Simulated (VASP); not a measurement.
# TiO2 (P4_2/mnm) in VASP: notebook

TiO2 is run at these levels: LDA; tasks: single point.

Program: VASP 6.6.1. These are calculated values, not measurements. Logs are shortened: lines on timing, memory, paths and dates and some standing lists are left out, and cuts for length are marked.

## Step 1: The cell of the first run

The structure is tetragonal, space group P4_2/mnm (No. 136). The conventional cell has a = 4.209 Å, b = 4.209 Å, c = 3.045 Å, α = 90.00°, β = 90.00°, γ = 90.00°. Ti (site symmetry mmm) has 6 O at 1.81 to 1.92 Å within 2.4 Å. Within 2.4 Å of O (site symmetry m2m) lie 3 Ti at 1.81 to 1.92 Å and 1 O at 2.33 Å.

## Step 2: Single point, LDA (8.99 Å³/atom)

Input file INCAR:

```
SYSTEM = TiO2
PREC = Accurate
ENCUT = 520
EDIFF = 1E-6
ISMEAR = 0
SIGMA = 0.05
LREAL = .FALSE.
LASPH = .TRUE.
NELM = 100
ALGO = Normal
ISIF = 2
LWAVE = .FALSE.
LCHARG = .FALSE.
NBANDS = 33
```

Input file KPOINTS:

```
Automatic mesh
0
G
  8 8 10
  0 0 0
```

Input file POSCAR:

```
TiO2
1.0
    4.2086359939      0.0000000000      0.0000000000
    0.0000000000      4.2086359939      0.0000000000
    0.0000000000      0.0000000000      3.0449481416
Ti O
2 4
Direct
    0.0000000000      0.0000000000      0.0000000000
    0.5000000000      0.5000000000      0.5000000000
    0.3039457556      0.3039457556      0.0000000000
    0.1960542444      0.8039457556      0.5000000000
    0.6960542444      0.6960542444      0.0000000000
    0.8039457556      0.1960542444      0.5000000000
```

Potentials or basis: VASP PAW LDA potentials, release 64 (Ti_sv, O).

Command:

```console
> cat potpaw_LDA.64/Ti_sv/POTCAR potpaw_LDA.64/O/POTCAR > POTCAR
> mpirun -np 1 vasp_std > vasp.out
```

OUTCAR:

```text
SYSTEM = TiO2
   PREC = Accurate
   ENCUT = 520
   EDIFF = 1E-6
   ISMEAR = 0
   LREAL = .FALSE.
   LASPH = .TRUE.
   NELM = 100
   ISIF = 2

 ion  position               nearest neighbor table
   1  0.000  0.000  0.000-   3 1.81   5 1.81   4 1.92   6 1.92   4 1.92   6 1.92
   2  0.500  0.500  0.500-   4 1.81   6 1.81   5 1.92   3 1.92   3 1.92   5 1.92
   3  0.304  0.304  0.000-   1 1.81   2 1.92   2 1.92
   4  0.196  0.804  0.500-   2 1.81   1 1.92   1 1.92
   5  0.696  0.696  0.000-   1 1.81   2 1.92   2 1.92
   6  0.804  0.196  0.500-   2 1.81   1 1.92   1 1.92

  LATTYP: Found a simple tetragonal cell.
 ALAT       =     4.2086359939
 C/A-ratio  =     0.7235000000

  Lattice vectors:

 A1 = (   4.2086359939,   0.0000000000,   0.0000000000)
 A2 = (   0.0000000000,   4.2086359939,   0.0000000000)
 A3 = (   0.0000000000,   0.0000000000,   3.0449481416)

Analysis of symmetry for initial positions (statically):
=====================================================================
 Subroutine PRICEL returns:
 Original cell was already a primitive cell.

 Routine SETGRP: Setting up the symmetry group for a
 simple tetragonal supercell.

 Subroutine GETGRP returns: Found 16 space group operations
 (whereof  8 operations were pure point group operations)
 out of a pool of 16 trial point group operations.

The static configuration has the point symmetry D_2h.
 The point group associated with its full space group is D_4h.

Analysis of symmetry for dynamics (positions and initial velocities):
=====================================================================
 Subroutine PRICEL returns:
 Original cell was already a primitive cell.

 Routine SETGRP: Setting up the symmetry group for a
 simple tetragonal supercell.

 Subroutine GETGRP returns: Found 16 space group operations
 (whereof  8 operations were pure point group operations)
 out of a pool of 16 trial point group operations.

The dynamic configuration has the point symmetry D_2h.
 The point group associated with its full space group is D_4h.

 Subroutine INISYM returns: Found 16 space group operations
 (whereof  8 operations are pure point group operations),
 and found     1 'primitive' translations

----------------------------------------------------------------------------------------

                                     Primitive cell

[... 99 lines left out ...]
   LREAL  =      F    real-space projection
   EDIFFG = 0.1E-04   stopping-criterion for IOM
   NSW    =      0    number of steps for IOM
   IBRION =     -1    ionic relax: 0-MD 1-quasi-New 2-CG
   NFREE  =      0    steps in history (QN), initial steepest desc. (CG)
   ISIF   =      2    stress and relaxation
   ISYM   =      2    0-nonsym 1-usesym 2-fastsym
   POTIM  = 0.5000    time-step for ionic-motion
   TEBEG  =    0.0;   TEEND  =   0.0 temperature during run
   PSTRESS=    0.0 pullay stress
   NELECT =      48.0000    total number of electrons
   NUPDOWN=      -1.0000    fix difference up-down
   EMIN   =  10.00;   EMAX   =-10.00  energy-range for DOS
   EFERMI =   0.00;   METHOD = LEGACY
   ISMEAR =     0;   SIGMA  =   0.05  broadening in eV -4-tet -1-fermi 0-gaus
   EFERMI_NEDOS =   21; number of points for ismear=-14 and -15
   IALGO  =     38    algorithm
   IMIX   =      4    mixing-type and parameters
     AMIX     =   0.40;   BMIX     =  1.00
     AMIX_MAG =   1.60;   BMIX_MAG =  1.00
  volume/ion in A,a.u.               =       8.99        60.66
  Fermi-wavevector in a.u.,A,eV,Ry     =   1.574712  2.975773 33.738594  2.479717
  Thomas-Fermi vector in A             =   2.675805
   LORBIT       =      0    0 simple, 1 ext, 2 COOP (PROOUT), +10 PAW based schemes
   GGA     = CA    functional components
   LHFCALC =     F    Hartree Fock is set to
   AEXX    =    0.0000 exact exchange contribution
   IVDW    =     0    specifies the selected vdW correction
   LEPSILON=     F    determine dielectric tensor
   LRPA    =     F    only Hartree local field effects (RPA)
 non-spin polarized calculation
 Gauss-broadening in eV      SIGMA  =   0.05
  energy-cutoff  :      520.00
  volume of cell :       53.93
 maximum number of plane-waves:      1475
 NGX is ok and might be reduce to    32
   NGX = 15   NGY = 15   NGZ = 11

 number of electron      48.0000011 magnetization

 Free energy of the ion-electron system (eV)
  ---------------------------------------------------
  ext. energy  EPLUGINS =         0.00000000
  ---------------------------------------------------
  free energy    TOTEN  =       -57.71386813 eV

  energy without entropy =      -57.71386813  energy(sigma->0) =      -57.71386813

 E-fermi :   6.4900     XC(G=0): -12.8130

 val. band max:        6.2462833064   @ k =   0.0000   0.0000   0.0000
 cond. band min:       8.4029473005   @ k =   0.0000   0.0000   0.0000
 fundamental gap:      2.1566639942
 Fermi energy:         6.4900348505

 k-point     1 :       0.0000    0.0000    0.0000
  band No.  band energies     occupation
      1     -49.5030      2.00000
      2     -49.4547      2.00000
      3     -26.4252      2.00000
      4     -26.4252      2.00000
      5     -26.1131      2.00000
      6     -26.0839      2.00000
[... 853 lines left out ...]
     32      13.1192      0.00000
     33      14.1360      0.00000

 [... further k-points ...]

------------------------ aborting loop because EDIFF is reached ----------------------------------------

  FORCE on cell =-STRESS in cart. coord.  units (eV):
  Direction    XX          YY          ZZ          XY          YZ          ZX
  --------------------------------------------------------------------------------------
  -------------------------------------------------------------------------------------
  Total       15.1345523     15.1345523      4.4996665     -0.0000000      0.0000000      0.0000000
  in kB      449.5909170    449.5909170    133.6682561     -0.0000000      0.0000000      0.0000000
  external PRESSURE =     344.2833634 kB  Pullay stress =       0.0000000 kB

 VOLUME and BASIS-vectors are now :
 -----------------------------------------------------------------------------
  energy-cutoff  :      520.00
  volume of cell :       53.93
      direct lattice vectors                 reciprocal lattice vectors
     4.208635994  0.000000000  0.000000000     0.237606674  0.000000000  0.000000000
     0.000000000  4.208635994  0.000000000     0.000000000  0.237606674  0.000000000
     0.000000000  0.000000000  3.044948142     0.000000000  0.000000000  0.328412818

 POSITION                                       TOTAL-FORCE (eV/Angst)
 -----------------------------------------------------------------------------------
      0.00000      0.00000      0.00000        -0.000000      0.000000      0.000000
      2.10432      2.10432      1.52247        -0.000000      0.000000      0.000000
      1.27920      1.27920      0.00000         0.277445      0.277445     -0.000000
      0.82512      3.38352      1.52247        -0.277445      0.277445      0.000000
      2.92944      2.92944      0.00000        -0.277445     -0.277445      0.000000
      3.38352      0.82512      1.52247         0.277445     -0.277445      0.000000
 -----------------------------------------------------------------------------------
    total drift:                               -0.000000     -0.000000     -0.000000

  FREE ENERGIE OF THE ION-ELECTRON SYSTEM (eV)
  ---------------------------------------------------
  free  energy   TOTEN  =       -57.7138681256 eV

  energy  without entropy=      -57.7138681256  energy(sigma->0) =      -57.71386813
```

OSZICAR:

```text
N       E                     dE             d eps       ncg     rms          rms(c)
DAV:   1     0.647799893591E+03    0.64780E+03   -0.24247E+04  5948   0.176E+03
DAV:   2     0.201964063989E+02   -0.62760E+03   -0.58014E+03  6357   0.522E+02
DAV:   3    -0.693166408234E+02   -0.89513E+02   -0.87577E+02  8036   0.190E+02
DAV:   4    -0.740896524770E+02   -0.47730E+01   -0.47605E+01  8516   0.404E+01
DAV:   5    -0.742385978825E+02   -0.14895E+00   -0.14892E+00  7794   0.636E+00    0.365E+01
DAV:   6    -0.577318402555E+02    0.16507E+02   -0.65426E+01  8001   0.931E+01    0.104E+01
DAV:   7    -0.578652705450E+02   -0.13343E+00   -0.10617E+01  7464   0.290E+01    0.108E+01
DAV:   8    -0.576988410020E+02    0.16643E+00   -0.68412E-01  8235   0.929E+00    0.421E+00
DAV:   9    -0.577352090634E+02   -0.36368E-01   -0.32953E-01  7431   0.395E+00    0.189E+00
DAV:  10    -0.577144458044E+02    0.20763E-01   -0.85625E-02  7241   0.313E+00    0.378E-01
DAV:  11    -0.577143908071E+02    0.54997E-04   -0.66750E-03  8039   0.980E-01    0.205E-01
DAV:  12    -0.577138633989E+02    0.52741E-03   -0.21118E-03  7089   0.565E-01    0.408E-02
DAV:  13    -0.577138703624E+02   -0.69636E-05   -0.13936E-04  7342   0.933E-02    0.134E-02
DAV:  14    -0.577138684852E+02    0.18772E-05   -0.13684E-05  7996   0.471E-02    0.880E-03
DAV:  15    -0.577138681256E+02    0.35953E-06   -0.19055E-06  5193   0.148E-02
   1 F= -.57713868E+02 E0= -.57713868E+02  d E =-.210404E-14
```

Run time: 98 s. Hardware: 1 thread of Intel Xeon Platinum 8259CL at 2.50GHz (Skylake/Cascade Lake), shared host; peak memory 0.23 GiB.

What came out:

```yaml
Free_energy: -57.7139 eV
Pressure: 34.4 GPa
Largest_force: 0.392 eV/Å
Band_gap_on_the_k_mesh: 2.16 eV
```

Forces in eV/Å, atoms in the order of the input:
```
Ti   0.000  0.000  0.000
Ti   0.000  0.000  0.000
O    0.277  0.277  0.000
O   -0.277  0.277  0.000
O   -0.277 -0.277  0.000
O    0.277 -0.277  0.000
```

Caveat: the cell stands under pressure. A hybrid or GW would open this gap; LDA tends to underestimate it.

## Step 3: Single point, LDA (8.99 Å³/atom)

Input file INCAR:

```
  ALGO = Normal
  EDIFF = 1E-6
  ENCUT = 520
  ISIF = 2
  ISMEAR = 0
  LASPH = T
  LCHARG = T
  LELF = T
  LREAL = F
  LVHAR = T
  LWAVE = F
  NBANDS = 33
  NELM = 100
  PREC = Accurate
  SIGMA = 0.05
```

Input file KPOINTS:

```
k-points
0
Gamma
  8 8 10
```

Edit POSCAR of step 2 so:

```diff
@@ -2,5 +2,5 @@
 1.0
-    4.2086359939      0.0000000000      0.0000000000
-    0.0000000000      4.2086359939      0.0000000000
-    0.0000000000      0.0000000000      3.0449481416
+    4.3812070310      0.0000000000      0.0000000000
+    0.0000000000      4.3812070310      0.0000000000
+    0.0000000000      0.0000000000      2.8097978697
 Ti O
```

Potentials or basis: VASP PAW LDA potentials, release 64 (Ti_sv, O).

Command:

```console
> cat potpaw_LDA.64/Ti_sv/POTCAR potpaw_LDA.64/O/POTCAR > POTCAR
> mpirun -np 1 vasp_std > vasp.out
```

Run time: 2.1 min. Hardware: 1 thread of Intel Xeon Platinum 8259CL at 2.50GHz (Skylake/Cascade Lake), shared host; peak memory 0.24 GiB.

Results (log left out):

| Property | Result |
| --- | --- |
| Free energy | -58.0255 eV |
| Pressure | 39.2 GPa |
| Largest force | 0.690 eV/Å |
| Band gap on the k mesh | 2.09 eV |

Forces in eV/Å, atoms in the order of the input:
```
Ti   0.000  0.000  0.000
Ti   0.000  0.000  0.000
O   -0.488 -0.488  0.000
O    0.488 -0.488  0.000
O    0.488  0.488  0.000
O   -0.488  0.488  0.000
```

Stress tensor (GPa, compression positive):
```
35.78  0.00  0.00
 0.00 35.78  0.00
 0.00  0.00 46.07
```

Levels at points of the mesh, in eV from the valence-band top:
```
           k point  band 22  band 23  band 24  band 25  band 26  band 27
(0.00, 0.00, 0.00)    -0.47    -0.47     0.00     2.09     2.47     2.78
(0.50, 0.00, 0.00)    -1.77    -0.89    -0.89     2.99     2.99     3.64
(0.50, 0.50, 0.00)    -1.31    -1.08    -1.08     2.16     2.16     2.96
(0.00, 0.00, 0.50)    -2.96    -1.51    -1.51     3.53     3.53     3.87
(0.50, 0.00, 0.50)    -2.39    -1.25    -1.25     2.10     2.10     3.90
(0.50, 0.50, 0.50)    -1.61    -0.65    -0.65     2.98     2.98     3.73
```

Caveat: the cell stands under pressure. A k mesh can miss the band edges.

(Part 1 of 2 ends here.)
